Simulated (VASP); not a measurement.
A run of VASP 6.6.1 is set up as follows.

File INCAR:

```
SYSTEM = Ge
PREC = Accurate
ENCUT = 500
EDIFF = 1E-6
ISMEAR = -1
SIGMA = 0.0272
LREAL = .FALSE.
LASPH = .TRUE.
NELM = 120
ALGO = Normal
ISIF = 2
LWAVE = .FALSE.
LCHARG = .TRUE.
GGA = PE
LELF = .TRUE.
LVHAR = .TRUE.
NBANDS = 21
GGA_COMPAT = .FALSE.
```

File KPOINTS:

```
regular mesh
0
G
  6 6 6
  0 0 0
```

File POSCAR:

```
Ge
1.0
    0.0000000000      2.8859806916      2.8859806916
    2.8859806916      0.0000000000      2.8859806916
    2.8859806916      2.8859806916      0.0000000000
Ge
2
Direct
    0.8750000000      0.8750000000      0.8750000000
    0.1250000000      0.1250000000      0.1250000000
```

Potentials or basis: VASP PAW PBE potentials, release 64 (Ge_d).

The run is started by

```bash
$ cat potpaw_PBE.64/Ge_d/POTCAR > POTCAR
$ mpirun -np 1 vasp_std > vasp.out
```

(1) Estimate the pressure.

(2) What does it give for the band gap on the k mesh?

Results:

(1) -0.3 GPa.

(2) zero (filled and empty bands touch).
